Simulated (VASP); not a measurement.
AlNi:

```xyz
2
Lattice="2.9001 0.0000 0.0000 0.0000 2.9001 0.0000 0.0000 0.0000 2.9001" Properties=species:S:1:pos:R:3 pbc="T T T"
Ni    1.4500    1.4500    1.4500
Al    0.0000    0.0000    0.0000
```

This cell differs from its parent crystal: volume scaled by 1.02.

Base run:

- Program: VASP 6.6.1
- Functional: PBEsol
- Potentials or basis: VASP PAW PBE potentials, release 64 (Ni, Al)
- Cutoff: 520 eV
- k mesh: 9 × 9 × 9
- Occupations: fermi-dirac, width 0.05 eV
- Spin: collinear spin, ferromagnetic start
- Starting moments: [1.0, 0.0] μB

Its results: pressure -6.2 GPa; net moment 0.00 μB per cell.

After a change of settings the same cell gave: pressure -1.2 GPa; net moment 0.00 μB per cell. Which change was it?
A. functional from PBEsol to LDA; potentials or basis from VASP PAW PBE potentials, release 64 (Ni, Al) to VASP PAW LDA potentials, release 64 (Ni, Al)
B. functional from PBEsol to r2SCAN
C. functional from PBEsol to PBE

C.

PBE binds less tightly than PBEsol, so the same cell stands under more pressure.

Caveats: the PAW data sets were made with another functional, which shifts forces and pressure a little (some runs).
